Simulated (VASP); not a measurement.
# Sb (I4/mmm) in VASP: further runs, part 2 of 2

VASP 6.6.1. The steps go on from the part before.

### Step 3. Electric field gradients, PBE (equal xx and yy strain of -2 %)

INCAR reads:

```
SYSTEM = Sb
ALGO = Normal ; EDIFF = 1E-8
ENCUT = 520 ; GGA = PE
ISIF = 2 ; ISMEAR = -1
LASPH = .True. ; LCHARG = .False.
LEFG = .True. ; LREAL = .False.
LWAVE = .False. ; NBANDS = 8
NELM = 100 ; PREC = Accurate
SIGMA = 0.05
```

KPOINTS reads:

```
k-points
0
Gamma
  19 19 19
  0 0 0
```

POSCAR reads:

```
Sb
1.0
   -1.4749000000      1.4749000000      2.4800000000
    1.4749000000     -1.4749000000      2.4800000000
    1.4749000000      1.4749000000     -2.4800000000
Sb
1
Direct
    0.0000000000      0.0000000000      0.0000000000
```

Potentials or basis: VASP PAW PBE potentials, release 64 (Sb).

Launch:

```bash
> cat potpaw_PBE.64/Sb/POTCAR > POTCAR
> mpirun -np 1 vasp_std > vasp.out
```

OUTCAR:

```text
SYSTEM = Sb
   EDIFF = 1E-8
   ENCUT = 520
   GGA = PE
   ISIF = 2
   ISMEAR = -1
   LASPH = .True.
   LREAL = .False.
   NELM = 100
   PREC = Accurate

 ion  position               nearest neighbor table
   1  0.000  0.000  0.000-

  LATTYP: Found a body centered tetragonal cell.
 ALAT       =     2.9498000000
 C/A-ratio  =     1.6814699302

  Lattice vectors:

 A1 = (  -1.4749000000,   1.4749000000,   2.4800000000)
 A2 = (   1.4749000000,  -1.4749000000,   2.4800000000)
 A3 = (   1.4749000000,   1.4749000000,  -2.4800000000)

Analysis of symmetry for initial positions (statically):
=====================================================================
 Subroutine PRICEL returns:
 Original cell was already a primitive cell.

 Routine SETGRP: Setting up the symmetry group for a
 body centered tetragonal supercell.

 Subroutine GETGRP returns: Found 16 space group operations
 (whereof 16 operations were pure point group operations)
[... 443 lines left out ...]

 VOLUME and BASIS-vectors are now :
 -----------------------------------------------------------------------------
  energy-cutoff  :      520.00
  volume of cell :       21.58
      direct lattice vectors                 reciprocal lattice vectors
    -1.474900000  1.474900000  2.480000000     0.000000000  0.339006034  0.201612903
     1.474900000 -1.474900000  2.480000000     0.339006034  0.000000000  0.201612903
     1.474900000  1.474900000 -2.480000000     0.339006034  0.339006034  0.000000000

 POSITION                                       TOTAL-FORCE (eV/Angst)
 -----------------------------------------------------------------------------------
      0.00000      0.00000      0.00000        -0.000000      0.000000     -0.000000
 -----------------------------------------------------------------------------------
    total drift:                                0.000000     -0.000000     -0.000000

  FREE ENERGIE OF THE ION-ELECTRON SYSTEM (eV)
  ---------------------------------------------------
  free  energy   TOTEN  =        -3.4577163913 eV

  energy  without entropy=       -3.4528566931  energy(sigma->0) =       -3.45528654

 Electric field gradients (V/A^2)
---------------------------------------------------------------------
 ion       V_xx      V_yy      V_zz      V_xy      V_xz      V_yz
---------------------------------------------------------------------
   1     -20.402   -20.402    40.803    -0.000    -0.000    -0.000
---------------------------------------------------------------------

 Electric field gradients after diagonalization (V/A^2)
 (convention: |V_zz| > |V_xx| > |V_yy|)
----------------------------------------------------------------------
 ion       V_xx      V_yy      V_zz     asymmetry (V_yy - V_xx)/ V_zz
----------------------------------------------------------------------
   1     -20.402   -20.402    40.803       0.000
----------------------------------------------------------------------

           NMR quadrupolar parameters

 Cq : quadrupolar parameter    Cq=e*Q*V_zz/h
 eta: asymmetry parameters     (V_yy - V_xx)/ V_zz
 Q  : nuclear electric quadrupole moment in mb (millibarn)
----------------------------------------------------------------------
 ion       Cq(MHz)       eta       Q (mb)
----------------------------------------------------------------------
   1       0.099       0.000       1.000
----------------------------------------------------------------------
```

Run time: 26 s. Hardware: 1 thread of Intel Xeon 6975P-C (Granite Rapids), shared host; peak memory 0.21 GiB.

Results:

```
Free energy : -3.4577 eV
Pressure    : 25.6 GPa
```

Levels at points of the mesh, in eV from the Fermi level:
| k point | band 1 | band 2 | band 3 | band 4 | band 5 | band 6 |
| --- | --- | --- | --- | --- | --- | --- |
| (0.00, 0.00, 0.00) | -14.95 | 6.69 | 7.10 | 7.10 | 10.19 | 10.45 |

Electric field gradients, principal values (V/Å²):
```tsv
atom	least	middle	greatest (by size)
1 Sb	-20.402	-20.402	40.803
```

Caveat: the cell differs from its parent crystal (equal xx and yy strain of -2 %); without QUAD_EFG the Cq values of the log hold for a quadrupole moment of 1 mb, not for the nuclei; spin-orbit coupling is left out, which moves the levels of the heavy elements.

### Step 4. Electric field gradients, PBE (equal xx and yy strain of -2 %)

INCAR reads:

```
ALGO = Normal
EDIFF = 1E-8
ENCUT = 520
GGA = PE
ISIF = 2
ISMEAR = -1
LASPH = True
LCHARG = False
LEFG = True
LREAL = False
LWAVE = False
NBANDS = 8
NELM = 100
PREC = Accurate
SIGMA = 0.05
```

KPOINTS reads:

```
k-points
0
Gamma
  19 19 19
```

POSCAR is that of step 3.

Potentials or basis: VASP PAW PBE potentials, release 64 (Sb).

Launch:

```bash
> cat potpaw_PBE.64/Sb/POTCAR > POTCAR
> mpirun -np 1 vasp_std > vasp.out
```

OUTCAR:

```text
EDIFF = 1E-8
   ENCUT = 520
   GGA = PE
   ISIF = 2
   ISMEAR = -1
   LASPH = True
   LREAL = False
   NELM = 100
   PREC = Accurate

 ion  position               nearest neighbor table
   1  0.000  0.000  0.000-

  LATTYP: Found a body centered tetragonal cell.
 ALAT       =     2.9498000000
 C/A-ratio  =     1.6814699302

  Lattice vectors:

 A1 = (  -1.4749000000,   1.4749000000,   2.4800000000)
 A2 = (   1.4749000000,  -1.4749000000,   2.4800000000)
 A3 = (   1.4749000000,   1.4749000000,  -2.4800000000)

Analysis of symmetry for initial positions (statically):
=====================================================================
 Subroutine PRICEL returns:
 Original cell was already a primitive cell.

 Routine SETGRP: Setting up the symmetry group for a
[... 446 lines left out ...]
  external PRESSURE =     255.8921298 kB  Pullay stress =       0.0000000 kB

 VOLUME and BASIS-vectors are now :
 -----------------------------------------------------------------------------
  energy-cutoff  :      520.00
  volume of cell :       21.58
      direct lattice vectors                 reciprocal lattice vectors
    -1.474900000  1.474900000  2.480000000     0.000000000  0.339006034  0.201612903
     1.474900000 -1.474900000  2.480000000     0.339006034  0.000000000  0.201612903
     1.474900000  1.474900000 -2.480000000     0.339006034  0.339006034  0.000000000

 POSITION                                       TOTAL-FORCE (eV/Angst)
 -----------------------------------------------------------------------------------
      0.00000      0.00000      0.00000        -0.000000      0.000000     -0.000000
 -----------------------------------------------------------------------------------
    total drift:                                0.000000     -0.000000     -0.000000

  FREE ENERGIE OF THE ION-ELECTRON SYSTEM (eV)
  ---------------------------------------------------
  free  energy   TOTEN  =        -3.4577163913 eV

  energy  without entropy=       -3.4528566931  energy(sigma->0) =       -3.45528654

 Electric field gradients (V/A^2)
---------------------------------------------------------------------
 ion       V_xx      V_yy      V_zz      V_xy      V_xz      V_yz
---------------------------------------------------------------------
   1     -20.402   -20.402    40.803    -0.000    -0.000    -0.000
---------------------------------------------------------------------

 Electric field gradients after diagonalization (V/A^2)
 (convention: |V_zz| > |V_xx| > |V_yy|)
----------------------------------------------------------------------
 ion       V_xx      V_yy      V_zz     asymmetry (V_yy - V_xx)/ V_zz
----------------------------------------------------------------------
   1     -20.402   -20.402    40.803       0.000
----------------------------------------------------------------------

           NMR quadrupolar parameters

 Cq : quadrupolar parameter    Cq=e*Q*V_zz/h
 eta: asymmetry parameters     (V_yy - V_xx)/ V_zz
 Q  : nuclear electric quadrupole moment in mb (millibarn)
----------------------------------------------------------------------
 ion       Cq(MHz)       eta       Q (mb)
----------------------------------------------------------------------
   1       0.099       0.000       1.000
----------------------------------------------------------------------
```

stdout:

```text
POSCAR found type information on POSCAR Sb
 POSCAR found :  1 types and       1 ions
 scaLAPACK will be used
 LDA part: xc-table for (Slater+PW92), standard interpolation
 POSCAR, INCAR and KPOINTS ok, starting setup
 FFT: planning ... GRIDC
 FFT: planning ... GRID_SOFT
 FFT: planning ... GRID
 WAVECAR not read
 entering main loop
ion   1
```

Wall time 30 s (1 thread of Intel Xeon 6975P-C (Granite Rapids), shared host); peak memory 0.21 GiB.

What came out:

| Property | Result |
| --- | --- |
| Free energy | -3.4577 eV |
| Pressure | 25.6 GPa |

Levels at points of the mesh, in eV from the Fermi level:
```
           k point  band 1  band 2  band 3  band 4  band 5  band 6  band 7
(0.00, 0.00, 0.00)  -14.95    6.69    7.10    7.10   10.19   10.45   11.36
```

Electric field gradients, principal values (V/Å²):
```tsv
atom	least	middle	greatest (by size)
1 Sb	-20.402	-20.402	40.803
```

Caveat: the cell differs from its parent crystal (equal xx and yy strain of -2 %); without QUAD_EFG the Cq values of the log hold for a quadrupole moment of 1 mb, not for the nuclei; spin-orbit coupling is left out, which moves the levels of the heavy elements.
